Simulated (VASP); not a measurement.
# GaP (Fm-3m) in VASP: notebook, part 2 of 2

VASP 6.6.1.

## Step 4: Single point, PBE-based global hybrid

The input, POSCAR:

```
GaP
1.0
    0.0000000000      2.5585353464      2.5585353464
    2.5585353464      0.0000000000      2.5585353464
    2.5585353464      2.5585353464      0.0000000000
Ga P
1 1
Direct
    0.0000000000      0.0000000000      0.0000000000
    0.5000000000      0.5000000000      0.5000000000
```

The input, INCAR.step1:

```
SYSTEM = GaP
ALGO = Normal
EDIFF = 1E-5
ENCUT = 520
GGA = PE
ISIF = 2
ISMEAR = -1
LASPH = .TRUE.
LCHARG = .FALSE.
LREAL = .FALSE.
LWAVE = .TRUE.
NBANDS = 16
NELM = 80
PREC = Accurate
SIGMA = 0.02
```

The input, INCAR.step2:

```
SYSTEM = GaP
AEXX = 0.4
ALGO = Normal
EDIFF = 1E-6
ENCUT = 520
GGA = PE
ISIF = 2
ISMEAR = -1
ISTART = 1
LASPH = .TRUE.
LCHARG = .FALSE.
LHFCALC = .TRUE.
LREAL = .FALSE.
LWAVE = .FALSE.
NBANDS = 16
NELM = 80
PREC = Accurate
PRECFOCK = Normal
SIGMA = 0.02
```

The input, KPOINTS:

```
k-points
0
G
  4 4 4
  0 0 0
```

Potentials or basis: VASP PAW PBE potentials, release 64 (Ga_d, P).

Run with:

```
$ cat potpaw_PBE.64/Ga_d/POTCAR potpaw_PBE.64/P/POTCAR > POTCAR
$ cp INCAR.step1 INCAR
$ mpirun -np 1 vasp_std > vasp.out
$ cp INCAR.step2 INCAR
$ mpirun -np 1 vasp_std > vasp.out
```

OUTCAR:

```text
SYSTEM = GaP
   AEXX = 0.4
   EDIFF = 1E-6
   ENCUT = 520
   GGA = PE
   ISIF = 2
   ISMEAR = -1
   ISTART = 1
   LASPH = .TRUE.
   LHFCALC = .TRUE.
   LREAL = .FALSE.
   NELM = 80
   PREC = Accurate
   PRECFOCK = Normal

 ion  position               nearest neighbor table
   1  0.000  0.000  0.000-   2 2.56   2 2.56   2 2.56   2 2.56   2 2.56   2 2.56
   2  0.500  0.500  0.500-   1 2.56   1 2.56   1 2.56   1 2.56   1 2.56   1 2.56

  LATTYP: Found a face centered cubic cell.
 ALAT       =     5.1170706928

  Lattice vectors:

 A1 = (   0.0000000000,   2.5585353464,   2.5585353464)
 A2 = (   2.5585353464,   0.0000000000,   2.5585353464)
 A3 = (   2.5585353464,   2.5585353464,   0.0000000000)

Analysis of symmetry for initial positions (statically):
=====================================================================
 Subroutine PRICEL returns:
 Original cell was already a primitive cell.

 Routine SETGRP: Setting up the symmetry group for a
 face centered cubic supercell.

 Subroutine GETGRP returns: Found 48 space group operations
 (whereof 48 operations were pure point group operations)
 out of a pool of 48 trial point group operations.

The static configuration has the point symmetry O_h .

Analysis of symmetry for dynamics (positions and initial velocities):
=====================================================================
 Subroutine PRICEL returns:
 Original cell was already a primitive cell.

 Routine SETGRP: Setting up the symmetry group for a
 face centered cubic supercell.

 Subroutine GETGRP returns: Found 48 space group operations
 (whereof 48 operations were pure point group operations)
 out of a pool of 48 trial point group operations.

The dynamic configuration has the point symmetry O_h .

[... 103 lines left out ...]
  Fermi-wavevector in a.u.,A,eV,Ry     =   1.330958  2.515145 24.102018  1.771448
  Thomas-Fermi vector in A             =   2.460005
   LORBIT       =      0    0 simple, 1 ext, 2 COOP (PROOUT), +10 PAW based schemes
   GGA     = PE    functional components
   LHFCALC =     T    Hartree Fock is set to
   PRECFOCK=normal    Normal, Fast or Accurate (Low or Medium for compatibility)
   ENCUT4O =  -1.0   cutoff for four orbital integrals eV
   NKREDX  =     1    reduce k-point grid by
   NKREDY  =     1    reduce k-point grid by
   NKREDZ  =     1    reduce k-point grid by
   AEXX    =    0.4000 exact exchange contribution
   HFSCREEN=    0.0000 screening length (either q_TF or 0.3 A-1)
   HFSCREENC=   0.0000 screening length for correlation (either q_TF or 0.3 A-1)
   ENCUTFOCK=  -1.0 apply spherical cutoff to Coloumb kernel
   IVDW    =     0    specifies the selected vdW correction
   LEPSILON=     F    determine dielectric tensor
   LRPA    =     F    only Hartree local field effects (RPA)
 non-spin polarized calculation
  energy-cutoff  :      520.00
  volume of cell :       33.50
 maximum number of plane-waves:       934
 NGX is ok and might be reduce to    28
  NGX = 24; NGY = 24; NGZ = 24

 number of electron      17.9999996 magnetization

 Free energy of the ion-electron system (eV)
  ---------------------------------------------------
  ext. energy  EPLUGINS =         0.00000000
  ---------------------------------------------------
  free energy    TOTEN  =       -11.82929694 eV

  energy without entropy =      -11.82789110  energy(sigma->0) =      -11.82859402

 E-fermi :   6.7536     XC(G=0):  -7.3098

 val. band max:        5.8208552520   @ k =   0.5000   0.0000   0.0000
 cond. band min:       6.7755630217   @ k =   0.5000   0.0000   0.0000
 fundamental gap:      0.9547077697
 Fermi energy:         6.7535907759

 k-point     1 :       0.0000    0.0000    0.0000
  band No.  band energies     occupation
      1     -13.8103      2.00000
      2     -13.8098      2.00000
      3     -13.7646      2.00000
      4     -13.7618      2.00000
      5     -13.7595      2.00000
      6     -10.1852      2.00000
[... 129 lines left out ...]
      3     -13.7513      2.00000
      4     -13.7486      2.00000
      5     -13.7015      2.00000
      6      -5.2575      2.00000
[... 8 lines left out ...]
     15      21.7494      0.00000
     16      24.2971      0.00000

------------------------ aborting loop because EDIFF is reached ----------------------------------------

  FORCE on cell =-STRESS in cart. coord.  units (eV):
  Direction    XX          YY          ZZ          XY          YZ          ZX
  --------------------------------------------------------------------------------------
  -------------------------------------------------------------------------------------
  Total       -0.3660093     -0.3660093     -0.3660093     -0.0000000      0.0000000     -0.0000000
  in kB      -17.5064636    -17.5064636    -17.5064636     -0.0000000      0.0000000     -0.0000000
  external PRESSURE =     -17.5064636 kB  Pullay stress =       0.0000000 kB

 VOLUME and BASIS-vectors are now :
 -----------------------------------------------------------------------------
  energy-cutoff  :      520.00
  volume of cell :       33.50
      direct lattice vectors                 reciprocal lattice vectors
     0.000000000  2.558535346  2.558535346    -0.195424308  0.195424308  0.195424308
     2.558535346  0.000000000  2.558535346     0.195424308 -0.195424308  0.195424308
     2.558535346  2.558535346  0.000000000     0.195424308  0.195424308 -0.195424308

 POSITION                                       TOTAL-FORCE (eV/Angst)
 -----------------------------------------------------------------------------------
      0.00000      0.00000      0.00000         0.000000      0.000000      0.000000
      2.55854      2.55854      2.55854        -0.000000     -0.000000     -0.000000
 -----------------------------------------------------------------------------------
    total drift:                                0.000000      0.000000     -0.000000

  FREE ENERGIE OF THE ION-ELECTRON SYSTEM (eV)
  ---------------------------------------------------
  free  energy   TOTEN  =       -11.8292969354 eV

  energy  without entropy=      -11.8278910975  energy(sigma->0) =      -11.82859402
```

It took 6.3 min on 1 thread of Intel Xeon 6975P-C (Granite Rapids), shared host; peak memory 0.17 GiB.

Results:

* Free energy: -11.8293 eV
* Pressure: -1.8 GPa
* Band gap on the k mesh: zero (band 9 reaches 6.78 eV, above the bottom of band 10 at 2.83 eV)

Levels at points of the mesh, in eV from the Fermi level:
```tsv
k point	band 6	band 7	band 8	band 9	band 10	band 11	band 12	band 13
(0.00, 0.00, 0.00)	-16.94	-1.18	-1.16	-1.14	3.21	8.44	8.45	8.45
(0.50, 0.00, 0.00)	-13.57	-10.52	-0.93	0.02	4.06	4.08	4.46	7.19
(0.50, 0.50, 0.00)	-12.31	-8.22	-4.38	-4.36	-3.92	4.35	13.49	13.50
```

Caveat: the k points lie up to 0.53 Å⁻¹ apart; the PAW data sets were made with another functional, which shifts forces and pressure a little.

## Step 5: Single point, HSE06

POSCAR is that of step 4.

The input, INCAR.step1:

```
SYSTEM = GaP
PREC = Accurate
ENCUT = 520
EDIFF = 1E-5
ISMEAR = 0
SIGMA = 0.001
LREAL = .FALSE.
LASPH = .TRUE.
NELM = 60
ALGO = Normal
ISIF = 2
LWAVE = .TRUE.
LCHARG = .FALSE.
NBANDS = 16
GGA = PE
```

The input, INCAR.step2:

```
SYSTEM = GaP
PREC = Accurate
ENCUT = 520
EDIFF = 1E-6
ISMEAR = 0
SIGMA = 0.001
LREAL = .FALSE.
LASPH = .TRUE.
NELM = 60
ALGO = Normal
ISIF = 2
LWAVE = .FALSE.
LCHARG = .FALSE.
GGA = PE
LHFCALC = .TRUE.
HFSCREEN = 0.2079
PRECFOCK = Normal
NBANDS = 16
ISTART = 1
```

The input, KPOINTS:

```
Automatic mesh
0
G
  4 4 4
  0 0 0
```

Run with:

```
$ cat potpaw_PBE.64/Ga_d/POTCAR potpaw_PBE.64/P/POTCAR > POTCAR
$ cp INCAR.step1 INCAR
$ mpirun -np 1 vasp_std > vasp.out
$ cp INCAR.step2 INCAR
$ mpirun -np 1 vasp_std > vasp.out
```

It took 17 min on 1 thread of Intel Xeon 6975P-C (Granite Rapids), shared host; peak memory 0.27 GiB.

It converged, with:

```yaml
Free_energy: -9.3645 eV
Pressure: 0.5 GPa
Band_gap_on_the_k_mesh: zero (band 9 reaches 6.76 eV, above the bottom of band 10 at 3.43 eV)
```

Levels at points of the mesh, in eV from the Fermi level:
```
           k point  band 6  band 7  band 8  band 9  band 10  band 11  band 12  band 13
(0.00, 0.00, 0.00)  -15.16   -0.31   -0.29   -0.27     2.27     7.55     7.55     7.55
(0.50, 0.00, 0.00)  -11.96   -9.14   -0.09    0.00     3.28     3.28     3.62     6.09
(0.50, 0.50, 0.00)  -10.77   -6.94   -3.34   -3.33    -3.32     3.59    12.20    12.21
```

Caveat: the k points lie up to 0.53 Å⁻¹ apart; the PAW data sets were made with another functional, which shifts forces and pressure a little.

## Step 6: The runs side by side

| level | smearing | share of exact exchange | screening parameter | gap on the mesh (eV) | pressure (GPa) |
| --- | --- | --- | --- | --- | --- |
| PBE-based screened hybrid | fermi-dirac 0.02 eV | 0.4 | 0.5 1/Å | none | 1.0 |
| PBE-based global hybrid | fermi-dirac 0.02 eV | 0.5 | - | none | -2.9 |
| PBE-based global hybrid | fermi-dirac 0.02 eV | 0.4 | - | none | -1.8 |
| HSE06 | gaussian 0.001 eV | - | 0.2079 1/Å | none | 0.5 |

Alike in all rows: task single point; potentials or basis VASP PAW PBE potentials, release 64 (Ga_d, P); no spin polarisation; cell as given; k mesh 4 × 4 × 4; cutoff (eV) 520.

Caveats: all runs use coarse meshes; the PAW data sets were made with another functional, which shifts forces and pressure a little.

Absolute energies hang on the potentials; compare differences alone.
